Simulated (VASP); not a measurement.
Here is a VASP 6.6.1 calculation.

INCAR

```
SYSTEM = Be2CdF6
ALGO = Normal ; EDIFF = 1E-6
ENCUT = 520 ; GGA = PE
ISIF = 2 ; ISMEAR = 0
LASPH = .True. ; LCHARG = .False.
LREAL = .False. ; LWAVE = .False.
NBANDS = 39 ; NELM = 80
PREC = Accurate ; SIGMA = 0.02
```

File KPOINTS:

```
k-points
0
Gamma
  6 6 6
  0 0 0
```

Contents of POSCAR:

```
Be2CdF6
1.0
    0.0000000000      3.5400792755      3.5400792755
    3.5400792755      0.0000000000      3.5400792755
    3.5400792755      3.5400792755      0.0000000000
Be Cd F
2 1 6
Direct
    0.7500000000      0.7500000000      0.7500000000
    0.2500000000      0.2500000000      0.2500000000
    0.0000000000      0.0000000000      0.0000000000
    0.5000000000      0.0000000000      0.0000000000
    0.0000000000      0.5000000000      0.5000000000
    0.0000000000      0.5000000000      0.0000000000
    0.5000000000      0.0000000000      0.5000000000
    0.0000000000      0.0000000000      0.5000000000
    0.5000000000      0.5000000000      0.0000000000
```

Potentials or basis: VASP PAW PBE potentials, release 64 (Be, Cd, F).

Run with:

```bash
$ cat potpaw_PBE.64/Be/POTCAR potpaw_PBE.64/Cd/POTCAR potpaw_PBE.64/F/POTCAR > POTCAR
$ mpirun -np 1 vasp_std > vasp.out
```

Problem. Predict the band gap on the k mesh.

Solution. 3.22 eV.

Problem. What does it give for the pressure?

Solution. 0.1 GPa.

Caveat: the cell differs from its parent crystal (atoms taken out).
